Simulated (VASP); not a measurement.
Here is a VASP 6.6.1 calculation.

INCAR

```
SYSTEM = NbB2
PREC = Accurate ; ENCUT = 520
EDIFF = 1E-8 ; ISMEAR = -1
SIGMA = 0.15 ; LREAL = .False.
LASPH = .True. ; NELM = 100
ALGO = Normal ; ISIF = 2
LWAVE = .False. ; LCHARG = .False.
GGA = CA ; NBANDS = 16
IBRION = 8 ; NSW = 1
```

KPOINTS

```
regular mesh
0
Gamma
  18 18 14
  0 0 0
```

POSCAR

```
NbB2
1.0
    3.0654380806      0.0000000000      0.0000000000
   -1.5327190403      2.6547472516      0.0000000000
    0.0000000000      0.0000000000      3.2663535569
Nb B
1 2
Direct
    0.0000000000      0.0000000000      0.0000000000
    0.3333333333      0.6666666667      0.5000000000
    0.6666666667      0.3333333333      0.5000000000
```

Potentials or basis: VASP PAW LDA potentials, release 64 (Nb_sv, B).

Launch:

```console
$ cat potpaw_LDA.64/Nb_sv/POTCAR potpaw_LDA.64/B/POTCAR > POTCAR
$ mpirun -np 1 vasp_std > vasp.out
```

(1) Estimate the highest phonon frequency at Γ.

## Answers

(1) 828 cm⁻¹.

Caveat: the cell stands under pressure or tension, which shifts response properties.
